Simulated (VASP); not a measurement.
Input of a VASP 6.6.1 run:

Contents of INCAR:

```
PREC = Accurate
ENCUT = 600
EDIFF = 1E-6
ISMEAR = 0
SIGMA = 0.05
LREAL = F
LASPH = T
NELM = 200
ALGO = Normal
ISIF = 2
LWAVE = F
LCHARG = F
ISPIN = 2
MAGMOM = 2.89 2.89 -0.04 -0.04 -0.04 -0.04
LORBIT = 11
LMAXMIX = 4
LDAU = T
LDAUTYPE = 2
LDAUL = 2 -1
LDAUU = 4 0
LDAUJ = 0 0
LDAUPRINT = 1
NBANDS = 40
GGA_COMPAT = F
```

File KPOINTS:

```
Automatic mesh
0
Gamma
  4 4 7
```

File POSCAR:

```
MnO2
1.0
    4.3959987700      0.0000000000      0.0000000000
    0.0000000000      4.3959987700      0.0000000000
    0.0000000000      0.0000000000      2.8709991900
Mn O
2 4
Direct
    0.0000000000      0.0000000000      0.0000000000
    0.5000000000      0.5000000000      0.5000000000
    0.3020000000      0.3020000000      0.0000000000
    0.1980000000      0.8020000000      0.5000000000
    0.6980000000      0.6980000000      0.0000000000
    0.8020000000      0.1980000000      0.5000000000
```

Potentials or basis: VASP PAW LDA potentials, release 64 (Mn_sv, O).

Command:

```console
$ cat potpaw_LDA.64/Mn_sv/POTCAR potpaw_LDA.64/O/POTCAR > POTCAR
$ mpirun -np 1 vasp_std > vasp.out
```

(1) What does it give for the pressure?

(2) Estimate the band gap on the k mesh.

(3) Estimate the site moments.

(4) What does it give for the net moment?

Results:

(1) -8.6 GPa.

(2) zero (filled and empty bands overlap).

(3) Mn +2.86; O +0.01 μB.

(4) 6.02 μB per cell.

Caveat: the cell stands under tension.
